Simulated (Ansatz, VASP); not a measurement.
## One calculation of H2C2O, two programs

```
H C O
1.0
     4.94130   -0.00268   -0.00504
    -2.08505    6.67992    0.04598
    -0.85890   -3.16620    6.28635
H C O
8 8 4
Direct
  0.67895 0.88241 0.47315
  0.32105 0.11759 0.52685
  0.78391 0.76987 0.23374
  0.21609 0.23013 0.76626
  0.84514 0.68330 0.43489
  0.15486 0.31670 0.56511
  0.53889 0.08460 0.17772
  0.46111 0.91540 0.82228
  0.69168 0.73094 0.35376
  0.30832 0.26906 0.64624
  0.40605 0.55199 0.26070
  0.59395 0.44801 0.73930
  0.88150 0.22546 0.10164
  0.11850 0.77454 0.89836
  0.16579 0.40066 0.18555
  0.83421 0.59934 0.81445
  0.77520 0.10096 0.90784
  0.22480 0.89904 0.09216
  0.74529 0.20949 0.24737
  0.25471 0.79051 0.75263
```

Alike in both runs: functional PBE; dispersion D3(BJ); k mesh 6 × 4 × 4; no spin polarisation.

Ansatz relaxed the structure, and its values are those at the end. VASP's run is a single point on that final structure, the one shown.

```csv
,VASP,Ansatz
version,VASP 6.6.1,Ansatz 0.2.0
potentials or method,"VASP PAW PBE potentials, release 64 (H, C, O), cutoff 520 eV","scalar-relativistic, plane waves, PAW"
occupations,"gaussian, width 0.01 eV",fixed
valence electrons in the cell,64,64
```

|  | VASP | Ansatz | Ansatz less VASP |
| --- | --- | --- | --- |
| gap on the k mesh at the Fermi level (eV) | 3.72 | 3.73 | +0.010 |
| least direct gap on the mesh (eV) | 3.82 | 3.83 | +0.011 |
| pressure (GPa) | 0.3 | 0.0 | -0.29 |
| rms of the force components (eV/Å) | 0.104 | 0.000 | -0.1036 |

Noted on VASP's run: the standard files for N, O and F lose accuracy on very short bonds.
